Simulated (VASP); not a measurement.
Ca:

```
Ca
1.0
     0.00000    2.79420    2.79420
     2.79420    0.00000    2.79420
     2.79420    2.79420    0.00000
Ca
1
Direct
  0.00000 0.00000 0.00000
```

| Property | Result |
| --- | --- |
| Program | VASP 6.6.1 |
| Task | relaxation of cell and atoms |
| Functional | PBEsol |
| Potentials or basis | VASP PAW PBE potentials, release 64 (Ca_sv) |
| Cutoff | 600 eV |
| k mesh | 8 × 8 × 8 |
| Occupations | fermi-dirac, width 0.05 eV |
| Spin | no spin polarisation |

At the start: pressure -1.2 GPa; volume 43.63 Å³/atom.

Q: How do energy, volume and symmetry change on relaxing?

A: Over 3 steps the energy falls by 11.3 meV/atom and the volume is 40.57 Å³/atom (-7.0 %); space group Fm-3m (No. 225, to 0.05 Å).

The path:
```
step  energy change (eV)  largest force (eV/Å)  pressure (GPa)  volume (Å³)
   1              0.0000                0.0000           -1.16        43.63
   2             -0.0098                0.0000           -0.44        41.67
   3             -0.0113                0.0000            0.02        40.57
```

Final structure:
```
Ca
1.0
     0.00000    2.72717    2.72717
     2.72717    0.00000    2.72717
     2.72717    2.72717    0.00000
Ca
1
Direct
  0.00000 0.00000 0.00000
```

Caveat: the PAW data sets were made with another functional, which shifts forces and pressure a little.
